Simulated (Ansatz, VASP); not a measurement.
One calculation of CsSnI3, two programs

```
Cs I Sn
1.0
     6.32741    0.00000    0.00000
     0.00000    6.32741    0.00000
     0.00000    0.00000    6.32741
Cs I Sn
1 3 1
Cartesian
  0.0000 0.0000 0.0000
  3.1637 3.1637 0.0000
  3.1637 0.0000 3.1637
  0.0000 3.1637 3.1637
  3.1637 3.1637 3.1637
```

Alike in both runs: task single point; functional PBEsol; dispersion D4; k mesh 5 × 5 × 5; occupations fermi-dirac, width 0.05 eV; no spin polarisation.

|  | VASP | Ansatz |
| --- | --- | --- |
| version | VASP 6.6.1 | Ansatz 0.2.0 |
| potentials or method | VASP PAW PBE potentials, release 64 (Cs_sv, I, Sn_d) | Ansatz PAW |
| plane-wave cutoff (eV) | 520 | 420 |
| valence electrons in the cell | 44 | 74 |

|  | VASP | Ansatz | Ansatz less VASP |
| --- | --- | --- | --- |
| gap on the k mesh at the Fermi level (eV) | 1.78 | 1.78 | +0.004 |
| least direct gap on the mesh (eV) | 1.78 | 1.78 | +0.004 |
| pressure (GPa) | -1.9 | -1.9 | +0.01 |

VASP's potentials were made for PBE, not for PBEsol. VASP's potentials hold 44 valence electrons a cell and Ansatz's 74, so a difference there can come from the potentials and not from the codes.

Spin-orbit coupling is off throughout. Noted on Ansatz's run: odd divisions of the mesh miss points on the zone boundary, where band edges often lie, so the gap on the mesh can be too wide.
